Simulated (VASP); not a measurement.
# NbH2 (Fmmm) in VASP: a series of runs

The runs below take NbH2 through single point, with LDA.

All numbers are computed with VASP 6.6.1; they aren't measurements. Logs are shortened: lines on timing, memory, paths and dates and some standing lists are left out, and cuts for length are marked.

## (1) The cell of the first run

Symmetry: Fmmm, No. 69, orthorhombic system. Conventional cell: a = 3.990 Å, b = 4.495 Å, c = 5.001 Å, α = 90.00°, β = 90.00°, γ = 90.00°. Nb (site symmetry mmm) has 8 H at 1.95 Å within 2.6 Å. Within 2.6 Å of H (site symmetry 222) lie 4 Nb at 1.95 Å and 6 H at 1.99 to 2.50 Å.

## (2) Single point, LDA (strain +0.1125 x Voigt [1, -1, 0, 0, 0, 0])

Input file INCAR:

```
SYSTEM = NbH2
ALGO = Normal
EDIFF = 1E-6
ENCUT = 520
GGA = CA
ISIF = 2
ISMEAR = 0
LASPH = .True.
LCHARG = .False.
LREAL = .False.
LWAVE = .False.
NBANDS = 14
NELM = 100
PREC = Accurate
SIGMA = 0.15
```

Input file KPOINTS:

```
k-points
0
Gamma
  18 18 18
  0 0 0
```

Input file POSCAR:

```
NbH2
1.0
    0.0000000000      1.9948275646      2.2476930305
    2.5005584964      0.0000000000      2.2476930305
    2.5005584964      1.9948275646      0.0000000000
Nb H
1 2
Direct
    0.0000000000      0.0000000000      0.0000000000
    0.2500000000      0.2500000000      0.2500000000
    0.7500000000      0.7500000000      0.7500000000
```

Potentials or basis: VASP PAW LDA potentials, release 64 (Nb_sv, H).

Launch:

```bash
$ cat potpaw_LDA.64/Nb_sv/POTCAR potpaw_LDA.64/H/POTCAR > POTCAR
$ mpirun -np 1 vasp_std > vasp.out
```

OUTCAR:

```text
SYSTEM = NbH2
   EDIFF = 1E-6
   ENCUT = 520
   GGA = CA
   ISIF = 2
   ISMEAR = 0
   LASPH = .True.
   LREAL = .False.
   NELM = 100
   PREC = Accurate

 ion  position               nearest neighbor table
   1  0.000  0.000  0.000-   3 1.95   2 1.95   3 1.95   2 1.95   3 1.95   2 1.95   3 1.95   2 1.95

   2  0.250  0.250  0.250-   1 1.95   1 1.95   1 1.95   1 1.95
   3  0.750  0.750  0.750-   1 1.95   1 1.95   1 1.95   1 1.95

  LATTYP: Found a face centered orthorhombic cell.
 ALAT       =     3.9896551292
 B/A-ratio  =     1.1267605634
 C/A-ratio  =     1.2535211267

  Lattice vectors:

 A1 = (  -2.5005584964,   0.0000000000,  -2.2476930305)
 A2 = (  -2.5005584964,   1.9948275646,   0.0000000000)
 A3 = (   0.0000000000,   1.9948275646,  -2.2476930305)

Analysis of symmetry for initial positions (statically):
=====================================================================
 Subroutine PRICEL returns:
 Original cell was already a primitive cell.

 Routine SETGRP: Setting up the symmetry group for a
 face centered orthorhombic supercell.

 Subroutine GETGRP returns: Found  8 space group operations
 (whereof  8 operations were pure point group operations)
 out of a pool of  8 trial point group operations.

The static configuration has the point symmetry D_2h.

Analysis of symmetry for dynamics (positions and initial velocities):
=====================================================================
 Subroutine PRICEL returns:
 Original cell was already a primitive cell.

 Routine SETGRP: Setting up the symmetry group for a
 face centered orthorhombic supercell.

 Subroutine GETGRP returns: Found  8 space group operations
 (whereof  8 operations were pure point group operations)
 out of a pool of  8 trial point group operations.

The dynamic configuration has the point symmetry D_2h.

 Subroutine INISYM returns: Found  8 space group operations
 (whereof  8 operations are pure point group operations),
 and found     1 'primitive' translations

----------------------------------------------------------------------------------------

                                     Primitive cell

  volume of cell :      22.4238

  direct lattice vectors                    reciprocal lattice vectors
     0.000000000  1.994827565  2.247693030    -0.199955330  0.250648231  0.222450305
[... 98 lines left out ...]
   PSTRESS=    0.0 pullay stress
   NELECT =      15.0000    total number of electrons
   NUPDOWN=      -1.0000    fix difference up-down
   EMIN   =  10.00;   EMAX   =-10.00  energy-range for DOS
   EFERMI =   0.00;   METHOD = LEGACY
   ISMEAR =     0;   SIGMA  =   0.15  broadening in eV -4-tet -1-fermi 0-gaus
   EFERMI_NEDOS =   21; number of points for ismear=-14 and -15
   IALGO  =     38    algorithm
   IMIX   =      4    mixing-type and parameters
     AMIX     =   0.40;   BMIX     =  1.00
     AMIX_MAG =   1.60;   BMIX_MAG =  1.00
  volume/ion in A,a.u.               =       7.47        50.44
  Fermi-wavevector in a.u.,A,eV,Ry     =   1.431755  2.705625 27.890898  2.049923
  Thomas-Fermi vector in A             =   2.551457
   LORBIT       =      0    0 simple, 1 ext, 2 COOP (PROOUT), +10 PAW based schemes
   GGA     = CA    functional components
   LHFCALC =     F    Hartree Fock is set to
   AEXX    =    0.0000 exact exchange contribution
   IVDW    =     0    specifies the selected vdW correction
   LEPSILON=     F    determine dielectric tensor
   LRPA    =     F    only Hartree local field effects (RPA)
 non-spin polarized calculation
 Gauss-broadening in eV      SIGMA  =   0.15
  energy-cutoff  :      520.00
  volume of cell :       22.42
 maximum number of plane-waves:       620
   NGX = 11   NGY = 13   NGZ = 11

 number of electron      15.0000000 magnetization

 Free energy of the ion-electron system (eV)
  ---------------------------------------------------
  ext. energy  EPLUGINS =         0.00000000
  ---------------------------------------------------
  free energy    TOTEN  =       -19.06425441 eV

  energy without entropy =      -19.04777671  energy(sigma->0) =      -19.05601556

 E-fermi :  10.6074     XC(G=0): -12.5373

 val. band max:       10.6048647182   @ k =   0.2778   0.3889   0.1111
 cond. band min:      10.6074670400   @ k =   0.2778  -0.0556   0.2222
 fundamental gap:      0.0026023219
 Fermi energy:        10.6074028144

 k-point     1 :       0.0000    0.0000    0.0000
  band No.  band energies     occupation
      1     -44.5189      2.00000
      2     -20.4877      2.00000
      3     -20.3501      2.00000
      4     -20.3270      2.00000
      5      -0.4813      2.00000
      6       8.4182      2.00000
      7       9.3981      2.00000
      8       9.9373      2.00000
      9      10.0723      2.00000
     10      10.3309      1.99087
     11      12.7335      0.00000
     12      21.6105      0.00000
     13      23.9339      0.00000
     14      24.0561      0.00000
[... 377 lines left out ...]
      1     -44.4617      2.00000
      2     -20.8062      2.00000
      3     -20.5269      2.00000
      4     -20.3725      2.00000
      5       1.0291      2.00000
      6       5.5651      2.00000
      7       8.8087      2.00000
      8      10.2144      1.99979
      9      11.1663      0.00000
     10      12.3722      0.00000
     11      15.3237      0.00000
     12      19.6690      0.00000
     13      23.4626      0.00000
     14      25.4691      0.00000

 [... further k-points ...]

------------------------ aborting loop because EDIFF is reached ----------------------------------------

  FORCE on cell =-STRESS in cart. coord.  units (eV):
  Direction    XX          YY          ZZ          XY          YZ          ZX
  --------------------------------------------------------------------------------------
  -------------------------------------------------------------------------------------
  Total       -1.3945018      1.6827323      0.4153241      0.0000000      0.0000000      0.0000000
  in kB      -99.6369166    120.2309398     29.6748337      0.0000000      0.0000000      0.0000000
  external PRESSURE =      16.7562856 kB  Pullay stress =       0.0000000 kB

 VOLUME and BASIS-vectors are now :
 -----------------------------------------------------------------------------
  energy-cutoff  :      520.00
  volume of cell :       22.42
      direct lattice vectors                 reciprocal lattice vectors
     0.000000000  1.994827565  2.247693030    -0.199955330  0.250648231  0.222450305
     2.500558496  0.000000000  2.247693030     0.199955330 -0.250648231  0.222450305
     2.500558496  1.994827565  0.000000000     0.199955330  0.250648231 -0.222450305

 POSITION                                       TOTAL-FORCE (eV/Angst)
 -----------------------------------------------------------------------------------
      0.00000      0.00000      0.00000         0.000000      0.000000     -0.000000
      1.25028      0.99741      1.12385         0.000000      0.000000      0.000000
      3.75084      2.99224      3.37154        -0.000000     -0.000000     -0.000000
 -----------------------------------------------------------------------------------
    total drift:                               -0.000000      0.000000     -0.000000

  FREE ENERGIE OF THE ION-ELECTRON SYSTEM (eV)
  ---------------------------------------------------
  free  energy   TOTEN  =       -19.0642544097 eV

  energy  without entropy=      -19.0477767070  energy(sigma->0) =      -19.05601556
```

stdout:

```text
POSCAR found type information on POSCAR NbH
 POSCAR found :  2 types and       3 ions
 scaLAPACK will be used
 LDA part: xc-table for (Slater(with rela. corr.)+CA(PZ))
 , standard interpolation
 POSCAR, INCAR and KPOINTS ok, starting setup
 FFT: planning ... GRIDC
 FFT: planning ... GRID_SOFT
 FFT: planning ... GRID
 WAVECAR not read
 entering main loop
```

Wall time 3.2 min (1 thread of Intel Xeon Platinum 8259CL at 2.50GHz (Skylake/Cascade Lake), shared host); peak memory 0.36 GiB.

Results:

- Free energy: -19.0643 eV
- Pressure: 1.7 GPa
- Band gap on the k mesh: zero (an odd number of electrons rules out a gap without spin polarisation)

Caveat: the cell differs from its parent crystal (strain +0.1125 x Voigt [1, -1, 0, 0, 0, 0]); the stress differs along the axes, from -10 to 12 GPa; an odd number of electrons without spin polarisation forces a metal; a magnetic or distorted state may lie lower.

## (3) Single point, LDA (strain -0.1500 x Voigt [1, -1, 0, 0, 0, 0])

Input file INCAR:

```
SYSTEM = NbH2
PREC     = Accurate       ! precision mode
ENCUT    = 520            ! plane-wave cutoff, eV
EDIFF    = 1E-6           ! SCF threshold, eV
ISMEAR   = 0              ! smearing method
SIGMA    = 0.15           ! smearing width, eV
LREAL    = .False.        ! projectors in reciprocal space
LASPH    = .True.         ! aspherical terms in the spheres
NELM     = 100            ! most SCF steps
ALGO     = Normal         ! electronic algorithm
ISIF     = 2              ! what is computed and relaxed
LWAVE    = .False.        ! write WAVECAR
LCHARG   = .True.         ! write CHGCAR
GGA      = CA             ! functional
LELF     = .True.         ! ELF
LVHAR    = .True.       
NBANDS   = 14             ! bands
```

Input file KPOINTS:

```
Automatic mesh
0
Gamma
  18 18 18
  0 0 0
```

Input file POSCAR:

```
NbH2
1.0
    0.0000000000      2.5848469851      2.2476930305
    1.9105390759      0.0000000000      2.2476930305
    1.9105390759      2.5848469851      0.0000000000
Nb H
1 2
Direct
    0.0000000000      0.0000000000      0.0000000000
    0.2500000000      0.2500000000      0.2500000000
    0.7500000000      0.7500000000      0.7500000000
```

Potentials or basis: VASP PAW LDA potentials, release 64 (Nb_sv, H).

Launch:

```bash
$ cat potpaw_LDA.64/Nb_sv/POTCAR potpaw_LDA.64/H/POTCAR > POTCAR
$ mpirun -np 1 vasp_std > vasp.out
```

Run time: 3.6 min. Hardware: 1 thread of Intel Xeon Platinum 8259CL at 2.50GHz (Skylake/Cascade Lake), shared host; peak memory 0.36 GiB.

The run converged. Its results:

| Property | Result |
| --- | --- |
| Free energy | -18.9425 eV |
| Pressure | 2.8 GPa |
| Band gap on the k mesh | zero (an odd number of electrons rules out a gap without spin polarisation) |

Stress tensor (GPa, compression positive):
```
 13.26   0.00   0.00
  0.00 -10.43   0.00
  0.00   0.00   5.53
```

Levels at points of the mesh, in eV from the Fermi level:
```
           k point  band 5  band 6  band 7  band 8  band 9  band 10
(0.00, 0.00, 0.00)  -11.30   -2.42   -1.06   -0.94   -0.39    -0.24
(0.50, 0.00, 0.00)   -8.80   -5.05   -2.64    0.21    1.78     3.17
(0.50, 0.50, 0.00)   -7.16   -5.43   -4.85    0.96    1.41     4.38
(0.50, 0.00, 0.50)   -6.77   -6.46   -4.82    2.26    2.72     3.11
(0.00, 0.50, 0.50)   -9.02   -4.76   -3.02    1.83    2.67     4.05
```

Caveat: the cell differs from its parent crystal (strain -0.1500 x Voigt [1, -1, 0, 0, 0, 0]); the stress differs along the axes, from -10 to 13 GPa; an odd number of electrons without spin polarisation forces a metal; a magnetic or distorted state may lie lower.
